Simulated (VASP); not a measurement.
A run of VASP 6.6.1:

Contents of POSCAR:

```
InAs
1.0
    0.0000000000      3.0542329624      3.0542329624
    3.0542329624      0.0000000000      3.0542329624
    3.0542329624      3.0542329624      0.0000000000
In As
1 1
Direct
    0.0000000000      0.0000000000      0.0000000000
    0.2500000000      0.2500000000      0.2500000000
```

Contents of INCAR.step1:

```
PREC = Accurate
ENCUT = 600
ISMEAR = 0
SIGMA = 0.01
LREAL = False
LASPH = True
NELM = 60
GGA = PE
ALGO = Normal
EDIFF = 1E-4
LWAVE = True
LCHARG = False
```

The input INCAR.step2:

```
PREC = Accurate
ENCUT = 600
EDIFF = 1E-6
ISMEAR = 0
SIGMA = 0.01
LREAL = False
LASPH = True
NELM = 60
ALGO = Normal
ISIF = 3
LWAVE = False
LCHARG = False
METAGGA = R2SCAN
LMIXTAU = True
IBRION = 2
NSW = 80
EDIFFG = -0.001
ISTART = 1
```

File KPOINTS:

```
Automatic mesh
0
Gamma
  10 10 10
```

Potentials or basis: VASP PAW PBE potentials, release 64 (In_d, As).

The run is started by

```sh
$ cat potpaw_PBE.64/In_d/POTCAR potpaw_PBE.64/As/POTCAR > POTCAR
$ cp INCAR.step1 INCAR
$ mpirun -np 1 vasp_std > vasp.out
$ cp INCAR.step2 INCAR
$ mpirun -np 1 vasp_std > vasp.out
```

Hardware: 1 thread of Intel(R) Xeon(R) Platinum 8259CL CPU @ 2.50GHz (Skylake/Cascade Lake) (shared host).

Task: Estimate the wall time of this run.

Result: It took 3.6 min on 1 thread of Intel(R) Xeon(R) Platinum 8259CL CPU @ 2.50GHz (Skylake/Cascade Lake) (shared host), peak memory 0.26 GiB. Counts: k points 47, ion steps 2.
